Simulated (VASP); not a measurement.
# MgTeSe3 (R3m) in VASP: a series of runs

The runs below take MgTeSe3 through single point, relaxation of cell and atoms, with PBE.

Everything below comes from runs of VASP 6.6.1. Logs are shortened: lines on timing, memory, paths and dates and some standing lists are left out, and cuts for length are marked.

**1. The cell of the first run**

The structure is trigonal, space group R3m (No. 160). The conventional cell has a = 7.560 Å, b = 7.560 Å, c = 10.745 Å, α = 90.00°, β = 90.00°, γ = 120.00°. Mg (site symmetry 3m) has 3 Se at 2.58 Å within 3.4 Å. Te (site symmetry 3m) has 6 Se at 2.56 to 3.15 Å within 3.4 Å. Within 3.4 Å of Se (site symmetry m) lie 2 Te at 2.56 to 3.15 Å and 1 Mg at 2.58 Å.

**2. Single point, PBE**

Contents of INCAR:

```
SYSTEM = MgTeSe3
  PREC = Accurate
  ENCUT = 520
  EDIFF = 1E-6
  ISMEAR = 0
  SIGMA = 0.1
  LREAL = .False.
  LASPH = .True.
  NELM = 100
  ALGO = Normal
  ISIF = 2
  LWAVE = .False.
  LCHARG = .True.
  GGA = PE
  LELF = .True.
  LVHAR = .True.
  NBANDS = 21
```

Contents of KPOINTS:

```
Automatic mesh
0
Gamma
  3 3 3
  0 0 0
```

Contents of POSCAR:

```
MgTeSe3
1.0
    3.7798127599      2.1822759144      3.5816823381
   -3.7798127599      2.1822759144      3.5816823381
    0.0000000000     -4.3645518289      3.5816823381
Mg Te Se
1 1 3
Direct
   -0.1347559573     -0.1347559573     -0.1347559573
    0.5168781993      0.5168781993      0.5168781993
    0.5685148113      0.5685148113      0.0588481355
    0.5685148113      0.0588481355      0.5685148113
    0.0588481355      0.5685148113      0.5685148113
```

Potentials or basis: VASP PAW PBE potentials, release 64 (Mg, Te, Se).

Started as:

```sh
cat potpaw_PBE.64/Mg/POTCAR potpaw_PBE.64/Te/POTCAR potpaw_PBE.64/Se/POTCAR > POTCAR
mpirun -np 1 vasp_std > vasp.out
```

OUTCAR:

```text
SYSTEM = MgTeSe3
   PREC = Accurate
   ENCUT = 520
   EDIFF = 1E-6
   ISMEAR = 0
   LREAL = .False.
   LASPH = .True.
   NELM = 100
   ISIF = 2
   GGA = PE

 ion  position               nearest neighbor table
   1  0.865  0.865  0.865-   3 2.58   4 2.58   5 2.58
   2  0.517  0.517  0.517-   4 2.56   5 2.56   3 2.56   4 3.15   5 3.15   3 3.15
   3  0.569  0.569  0.059-   2 2.56   1 2.58   2 3.15
   4  0.569  0.059  0.569-   2 2.56   1 2.58   2 3.15
   5  0.059  0.569  0.569-   2 2.56   1 2.58   2 3.15

  LATTYP: Found a trigonal (rhomboedric) cell.
 ALAT       =     5.6460394116
 COS(alpha) =     0.1036394003

  Lattice vectors:

 A1 = (   3.7798127599,   2.1822759144,   3.5816823381)
 A2 = (  -3.7798127599,   2.1822759144,   3.5816823381)
 A3 = (   0.0000000000,  -4.3645518289,   3.5816823381)

Analysis of symmetry for initial positions (statically):
=====================================================================
 Subroutine PRICEL returns:
 Original cell was already a primitive cell.

 Routine SETGRP: Setting up the symmetry group for a
 trigonal (rhombohedral) supercell.

 Subroutine GETGRP returns: Found  6 space group operations
 (whereof  6 operations were pure point group operations)
 out of a pool of 12 trial point group operations.

The static configuration has the point symmetry C_3v.

Analysis of symmetry for dynamics (positions and initial velocities):
=====================================================================
 Subroutine PRICEL returns:
 Original cell was already a primitive cell.

 Routine SETGRP: Setting up the symmetry group for a
 trigonal (rhombohedral) supercell.

 Subroutine GETGRP returns: Found  6 space group operations
 (whereof  6 operations were pure point group operations)
 out of a pool of 12 trial point group operations.

The dynamic configuration has the point symmetry C_3v.

 Subroutine INISYM returns: Found  6 space group operations
 (whereof  6 operations are pure point group operations),
 and found     1 'primitive' translations

----------------------------------------------------------------------------------------

                                     Primitive cell

  volume of cell :     177.2631

  direct lattice vectors                    reciprocal lattice vectors
     3.779812760  2.182275914  3.581682338     0.132281685  0.076372866  0.093066135
    -3.779812760  2.182275914  3.581682338    -0.132281685  0.076372866  0.093066135
     0.000000000 -4.364551829  3.581682338     0.000000000 -0.152745733  0.093066135

  length of vectors
     5.646039412  5.646039412  5.646039412     0.178864654  0.178864654  0.178864654

  position of ions in fractional coordinates (direct lattice)
     0.865244043  0.865244043  0.865244043
     0.516878199  0.516878199  0.516878199
     0.568514811  0.568514811  0.058848135
     0.568514811  0.058848135  0.568514811
     0.058848135  0.568514811  0.568514811

  ion indices of the primitive-cell ions
   primitive index   ion index
                 1           1
                 2           2
                 3           3
                 4           4
                 5           5

----------------------------------------------------------------------------------------

 KPOINTS: Automatic mesh

Automatic generation of k-mesh.
 Grid dimensions read from file:
 generate k-points for:    3    3    3

 Generating k-lattice:

  Cartesian coordinates                     Fractional coordinates (reciprocal lattice)
     0.044093895  0.025457622  0.031022045     0.333333333  0.000000000  0.000000000
    -0.044093895  0.025457622  0.031022045     0.000000000  0.333333333  0.000000000
     0.000000000 -0.050915244  0.031022045     0.000000000  0.000000000  0.333333333

  Length of vectors
     0.059621551  0.059621551  0.059621551

  Shift w.r.t. Gamma in fractional coordinates (k-lattice)
     0.000000000  0.000000000  0.000000000

 Subroutine IBZKPT returns following result:
 ===========================================

 Found      6 irreducible k-points:

 Following reciprocal coordinates:
            Coordinates               Weight
  0.000000  0.000000  0.000000      1.000000
  0.333333  0.000000  0.000000      6.000000
  0.333333  0.333333  0.000000      6.000000
 -0.333333  0.333333  0.000000      6.000000
  0.333333  0.333333  0.333333      2.000000
 -0.333333  0.333333  0.333333      6.000000
   k-points           NKPTS =      6   k-points in BZ     NKDIM =      6   number of bands    NBANDS=     21
   number of dos      NEDOS =    301   number of ions     NIONS =      5
   total plane-waves  NPLWV =  74088
   dimension x,y,z NGX =    42 NGY =   42 NGZ =   42
   dimension x,y,z NGXF=    84 NGYF=   84 NGZF=   84
   ions per type =               1   1   3
   NGX,Y,Z   is equivalent  to a cutoff of  12.37, 12.37, 12.37 a.u.
   NGXF,Y,Z  is equivalent  to a cutoff of  24.73, 24.73, 24.73 a.u.
 SYSTEM =  MgTeSe3
   PREC   = accura    normal or accurate (medium, high low for compatibility)
   ISTART =      0    job   : 0-new  1-cont  2-samecut
   ICHARG =      2    charge: 1-file 2-atom 10-const
   ISPIN  =      1    spin polarized calculation?
   LNONCOLLINEAR =      F non collinear calculations
   LSORBIT =      F    spin-orbit coupling
   LASPH  =      T    aspherical Exc in radial PAW
   ENCUT  =  520.0 eV  38.22 Ry    6.18 a.u.  10.50 10.50 10.50*2*pi/ulx,y,z
   NELM   =    100;   NELMIN=  2; NELMDL= -5     # of ELM steps
   EDIFF  = 0.1E-05   stopping-criterion for ELM
   LREAL  =      F    real-space projection
[... 7 lines left out ...]
   TEBEG  =    0.0;   TEEND  =   0.0 temperature during run
   PSTRESS=    0.0 pullay stress
   NELECT =      26.0000    total number of electrons
   NUPDOWN=      -1.0000    fix difference up-down
   EMIN   =  10.00;   EMAX   =-10.00  energy-range for DOS
   EFERMI =   0.00;   METHOD = LEGACY
   ISMEAR =     0;   SIGMA  =   0.10  broadening in eV -4-tet -1-fermi 0-gaus
   EFERMI_NEDOS =   21; number of points for ismear=-14 and -15
   IALGO  =     38    algorithm
   IMIX   =      4    mixing-type and parameters
     AMIX     =   0.40;   BMIX     =  1.00
     AMIX_MAG =   1.60;   BMIX_MAG =  1.00
  volume/ion in A,a.u.               =      35.45       239.25
  Fermi-wavevector in a.u.,A,eV,Ry     =   0.863363  1.631519 10.141713  0.745395
  Thomas-Fermi vector in A             =   1.981301
   LORBIT       =      0    0 simple, 1 ext, 2 COOP (PROOUT), +10 PAW based schemes
   GGA     = PE    functional components
   LHFCALC =     F    Hartree Fock is set to
   AEXX    =    0.0000 exact exchange contribution
   IVDW    =     0    specifies the selected vdW correction
   LEPSILON=     F    determine dielectric tensor
   LRPA    =     F    only Hartree local field effects (RPA)
 non-spin polarized calculation
 Gauss-broadening in eV      SIGMA  =   0.10
  energy-cutoff  :      520.00
  volume of cell :      177.26
 maximum number of plane-waves:      4813
 NGX is ok and might be reduce to    42
   NGX = 21   NGY = 21   NGZ = 21

 number of electron      25.9999996 magnetization

 Free energy of the ion-electron system (eV)
  ---------------------------------------------------
  ext. energy  EPLUGINS =         0.00000000
  ---------------------------------------------------
  free energy    TOTEN  =       -16.10601972 eV

  energy without entropy =      -16.10601972  energy(sigma->0) =      -16.10601972

 E-fermi :   1.8956     XC(G=0):  -7.4527

 val. band max:        1.4171085325   @ k =   0.3333   0.3333   0.3333
 cond. band min:       2.3753627783   @ k =   0.3333   0.3333   0.3333
 fundamental gap:      0.9582542457
 Fermi energy:         1.8956293940

 k-point     1 :       0.0000    0.0000    0.0000
  band No.  band energies     occupation
      1     -12.9844      2.00000
      2     -10.5458      2.00000
      3     -10.5458      2.00000
      4      -8.1371      2.00000
      5      -4.2068      2.00000
      6      -3.8294      2.00000
[... 13 lines left out ...]
     20       7.5572      0.00000
     21       7.5572      0.00000

 k-point     2 :       0.3333    0.0000    0.0000
  band No.  band energies     occupation
      1     -12.8001      2.00000
      2     -10.8916      2.00000
      3     -10.5420      2.00000
      4      -8.3287      2.00000
      5      -4.3005      2.00000
      6      -3.7311      2.00000
[... 13 lines left out ...]
     20       7.1372      0.00000
     21       7.8530      0.00000

 k-point     3 :       0.3333    0.3333    0.0000
  band No.  band energies     occupation
      1     -12.6274      2.00000
      2     -10.8665      2.00000
      3     -10.7672      2.00000
      4      -8.7511      2.00000
      5      -4.0593      2.00000
      6      -2.5509      2.00000
[... 13 lines left out ...]
     20       6.9447      0.00000
     21       8.0567      0.00000

 k-point     4 :      -0.3333    0.3333    0.0000
  band No.  band energies     occupation
      1     -12.5994      2.00000
      2     -11.0262      2.00000
      3     -10.6899      2.00000
      4      -8.6577      2.00000
      5      -4.0919      2.00000
      6      -2.7515      2.00000
[... 13 lines left out ...]
     20       7.2073      0.00000
     21       7.7243      0.00000

 k-point     5 :       0.3333    0.3333    0.3333
  band No.  band energies     occupation
      1     -12.4903      2.00000
      2     -10.7585      2.00000
      3     -10.7585      2.00000
      4      -9.4992      2.00000
      5      -2.9409      2.00000
      6      -2.5258      2.00000
[... 13 lines left out ...]
     20       7.2716      0.00000
     21       8.2677      0.00000

 k-point     6 :      -0.3333    0.3333    0.3333
  band No.  band energies     occupation
      1     -12.4212      2.00000
      2     -11.0195      2.00000
      3     -10.7606      2.00000
      4      -9.2443      2.00000
      5      -3.0513      2.00000
      6      -2.4173      2.00000
[... 13 lines left out ...]
     20       7.2685      0.00000
     21       8.3320      0.00000

------------------------ aborting loop because EDIFF is reached ----------------------------------------

  FORCE on cell =-STRESS in cart. coord.  units (eV):
  Direction    XX          YY          ZZ          XY          YZ          ZX
  --------------------------------------------------------------------------------------
  -------------------------------------------------------------------------------------
  Total        0.0277157      0.0277157      0.0291949      0.0000000     -0.0000000      0.0000000
  in kB        0.2505061      0.2505061      0.2638758      0.0000000     -0.0000000      0.0000000
  external PRESSURE =       0.2549627 kB  Pullay stress =       0.0000000 kB

 VOLUME and BASIS-vectors are now :
 -----------------------------------------------------------------------------
  energy-cutoff  :      520.00
  volume of cell :      177.26
      direct lattice vectors                 reciprocal lattice vectors
     3.779812760  2.182275914  3.581682338     0.132281685  0.076372866  0.093066135
    -3.779812760  2.182275914  3.581682338    -0.132281685  0.076372866  0.093066135
     0.000000000 -4.364551829  3.581682338     0.000000000 -0.152745733  0.093066135

 POSITION                                       TOTAL-FORCE (eV/Angst)
 -----------------------------------------------------------------------------------
      0.00000     -0.00000      9.29709         0.000000      0.000000     -0.021707
      0.00000     -0.00000      5.55388         0.000000     -0.000000      0.044530
      0.00000      2.22447      4.28325         0.000000      0.014547     -0.007607
      1.92644     -1.11223      4.28325         0.012598     -0.007274     -0.007607
     -1.92644     -1.11223      4.28325        -0.012598     -0.007274     -0.007607
 -----------------------------------------------------------------------------------
    total drift:                               -0.000000     -0.000000     -0.000187

  FREE ENERGIE OF THE ION-ELECTRON SYSTEM (eV)
  ---------------------------------------------------
  free  energy   TOTEN  =       -16.1060197234 eV

  energy  without entropy=      -16.1060197234  energy(sigma->0) =      -16.10601972
```

It took 29 s on 1 thread of Intel Xeon Platinum 8488C (Sapphire Rapids), shared host; peak memory 0.25 GiB.

What came out:

```yaml
Free_energy: -16.1060 eV
Pressure: 0.0 GPa
Largest_force: 0.045 eV/Å
Band_gap_on_the_k_mesh: 0.96 eV, direct
```

Forces in eV/Å, atoms in the order of the input:
```
Mg   0.000  0.000 -0.022
Te   0.000  0.000  0.045
Se   0.000  0.015 -0.008
Se   0.013 -0.007 -0.008
Se  -0.013 -0.007 -0.008
```

Caveat: spin-orbit coupling is left out, which moves the levels of the heavy elements. A k mesh can miss the band edges.

**3. Single point, PBE**

This run uses another cell than the first one, of 37.81 Å³/atom, 1.067 times its volume.

Contents of INCAR:

```
ALGO = Normal ; EDIFF = 1E-7
ENCUT = 520 ; GGA = PE
ISIF = 2 ; ISMEAR = 0
LASPH = True ; LCHARG = False
LREAL = False ; LWAVE = False
NBANDS = 21 ; NELM = 100
PREC = Accurate ; SIGMA = 0.02
```

Contents of KPOINTS:

```
k-points
0
Gamma
  6 6 6
```

Contents of POSCAR:

```
MgTeSe3
1.0
    3.7867869205      2.1863024479      3.8062535289
   -3.7867869205      2.1863024479      3.8062535289
    0.0000000000     -4.3726048959      3.8062535288
Mg Te Se
1 1 3
Direct
    0.8580843298      0.8580843298      0.8580843298
    0.5124331560      0.5124331560      0.5124331560
    0.5711664998      0.5711664998      0.0651495147
    0.5711664998      0.0651495147      0.5711664998
    0.0651495147      0.5711664998      0.5711664998
```

Potentials or basis: VASP PAW PBE potentials, release 64 (Mg, Te, Se).

Started as:

```sh
cat potpaw_PBE.64/Mg/POTCAR potpaw_PBE.64/Te/POTCAR potpaw_PBE.64/Se/POTCAR > POTCAR
mpirun -np 1 vasp_std > vasp.out
```

OUTCAR:

```text
EDIFF = 1E-7
   ENCUT = 520
   GGA = PE
   ISIF = 2
   ISMEAR = 0
   LASPH = True
   LREAL = False
   NELM = 100
   PREC = Accurate

 ion  position               nearest neighbor table
   1  0.858  0.858  0.858-   4 2.57   5 2.57   3 2.57
   2  0.512  0.512  0.512-   4 2.54   5 2.54   3 2.54
   3  0.571  0.571  0.065-   2 2.54   1 2.57
   4  0.571  0.065  0.571-   2 2.54   1 2.57
   5  0.065  0.571  0.571-   2 2.54   1 2.57

  LATTYP: Found a trigonal (rhomboedric) cell.
 ALAT       =     5.7971751312
 COS(alpha) =     0.1466270129

  Lattice vectors:

 A1 = (   3.7867869205,   2.1863024479,   3.8062535289)
 A2 = (  -3.7867869205,   2.1863024479,   3.8062535289)
 A3 = (   0.0000000000,  -4.3726048959,   3.8062535288)

Analysis of symmetry for initial positions (statically):
=====================================================================
 Subroutine PRICEL returns:
 Original cell was already a primitive cell.

[... 170 lines left out ...]
  ext. energy  EPLUGINS =         0.00000000
  ---------------------------------------------------
  free energy    TOTEN  =       -15.99567224 eV

  energy without entropy =      -15.99567131  energy(sigma->0) =      -15.99567178

 E-fermi :   1.0304     XC(G=0):  -7.1751

 val. band max:        0.9840210544   @ k =   0.3333   0.3333   0.3333
 cond. band min:       1.0740117412   @ k =   0.5000   0.5000   0.5000
 fundamental gap:      0.0899906868
 Fermi energy:         1.0304360401

 k-point     1 :       0.0000    0.0000    0.0000
  band No.  band energies     occupation
      1     -13.2641      2.00000
      2     -10.9861      2.00000
      3     -10.9861      2.00000
      4      -8.6804      2.00000
      5      -4.2548      2.00000
      6      -3.9127      2.00000
[... 565 lines left out ...]
     20       7.1480      0.00000
     21       7.5114      0.00000

 [... further k-points ...]
[... 5 lines left out ...]
  --------------------------------------------------------------------------------------
  -------------------------------------------------------------------------------------
  Total        0.0201853      0.0201853     -0.0106417      0.0000000      0.0000000      0.0000000
  in kB        0.1710467      0.1710467     -0.0901757      0.0000000      0.0000000      0.0000000
  external PRESSURE =       0.0839726 kB  Pullay stress =       0.0000000 kB

 VOLUME and BASIS-vectors are now :
 -----------------------------------------------------------------------------
  energy-cutoff  :      520.00
  volume of cell :      189.07
      direct lattice vectors                 reciprocal lattice vectors
     3.786786920  2.186302448  3.806253529     0.132038060  0.076232210  0.087575179
    -3.786786920  2.186302448  3.806253529    -0.132038060  0.076232210  0.087575179
     0.000000000 -4.372604896  3.806253529     0.000000000 -0.152464419  0.087575179

 POSITION                                       TOTAL-FORCE (eV/Angst)
 -----------------------------------------------------------------------------------
      0.00000     -0.00000      9.79826         0.000000      0.000000     -0.021180
      0.00000     -0.00000      5.85135         0.000000     -0.000000      0.026433
      0.00000      2.21261      4.59598         0.000000      0.015158     -0.001751
      1.91618     -1.10631      4.59598         0.013128     -0.007579     -0.001751
     -1.91618     -1.10631      4.59598        -0.013128     -0.007579     -0.001751
 -----------------------------------------------------------------------------------
    total drift:                               -0.000000      0.000000     -0.000006

  FREE ENERGIE OF THE ION-ELECTRON SYSTEM (eV)
  ---------------------------------------------------
  free  energy   TOTEN  =       -15.9956722413 eV

  energy  without entropy=      -15.9956713094  energy(sigma->0) =      -15.99567178
```

OSZICAR:

```text
N       E                     dE             d eps       ncg     rms          rms(c)
DAV:   1     0.136893039662E+03    0.13689E+03   -0.93546E+03  1344   0.967E+02
DAV:   2    -0.313065087247E+01   -0.14002E+03   -0.13535E+03  1835   0.158E+02
DAV:   3    -0.172410334090E+02   -0.14110E+02   -0.14039E+02  1704   0.560E+01
DAV:   4    -0.174790389121E+02   -0.23801E+00   -0.23784E+00  1698   0.843E+00
DAV:   5    -0.174836375809E+02   -0.45987E-02   -0.45986E-02  1786   0.120E+00    0.113E+01
DAV:   6    -0.161067353650E+02    0.13769E+01   -0.23688E+00  1419   0.677E+00    0.569E+00
DAV:   7    -0.160085980603E+02    0.98137E-01   -0.69494E-01  1564   0.336E+00    0.378E+00
DAV:   8    -0.159928080574E+02    0.15790E-01   -0.23252E-02  1609   0.836E-01    0.270E+00
DAV:   9    -0.159937480916E+02   -0.94003E-03   -0.20631E-02  1414   0.748E-01    0.353E-01
DAV:  10    -0.159940896164E+02   -0.34152E-03   -0.13402E-03  1638   0.176E-01    0.178E-01
DAV:  11    -0.159954789677E+02   -0.13894E-02   -0.13592E-03  1404   0.158E-01    0.121E-01
DAV:  12    -0.159956129771E+02   -0.13401E-03   -0.83651E-05  1612   0.383E-02    0.671E-02
DAV:  13    -0.159956625506E+02   -0.49574E-04   -0.43714E-05  1439   0.253E-02    0.173E-02
DAV:  14    -0.159956713094E+02   -0.87588E-05   -0.89484E-06  1564   0.122E-02    0.660E-03
DAV:  15    -0.159956721777E+02   -0.86828E-06   -0.82374E-07  1560   0.421E-03    0.159E-03
DAV:  16    -0.159956722413E+02   -0.63598E-07   -0.17442E-07  1546   0.206E-03
   1 F= -.15995672E+02 E0= -.15995672E+02  d E =-.931875E-06
```

Run time: 2 min. Hardware: 1 thread of Intel Xeon Platinum 8488C (Sapphire Rapids), shared host; peak memory 0.4 GiB.

What came out:

```yaml
Free_energy: -15.9957 eV
Pressure: 0.0 GPa
Largest_force: 0.026 eV/Å
Band_gap_on_the_k_mesh: 0.09 eV, indirect (least direct gap 0.27 eV)
```

Forces on the atoms (eV/Å):
```
Mg   0.000  0.000 -0.021
Te   0.000  0.000  0.026
Se   0.000  0.015 -0.002
Se   0.013 -0.008 -0.002
Se  -0.013 -0.008 -0.002
```

Levels at points of the mesh, in eV from the valence-band top:
| k point | band 10 | band 11 | band 12 | band 13 | band 14 | band 15 | band 16 | band 17 |
| --- | --- | --- | --- | --- | --- | --- | --- | --- |
| (0.00, 0.00, 0.00) | -1.70 | -0.91 | -0.91 | -0.25 | 1.36 | 1.76 | 3.39 | 3.39 |
| (0.50, 0.00, 0.00) | -1.54 | -1.32 | -1.21 | -0.55 | 1.14 | 2.37 | 2.78 | 3.91 |
| (0.50, 0.50, 0.00) | -1.61 | -1.36 | -0.92 | -0.27 | 0.54 | 1.21 | 2.51 | 3.63 |
| (0.50, 0.50, 0.50) | -0.76 | -0.58 | -0.58 | -0.34 | 0.09 | 0.61 | 0.61 | 2.14 |

Caveat: spin-orbit coupling is left out, which moves the levels of the heavy elements. A k mesh can miss the band edges.

[end of part 1 of 2]
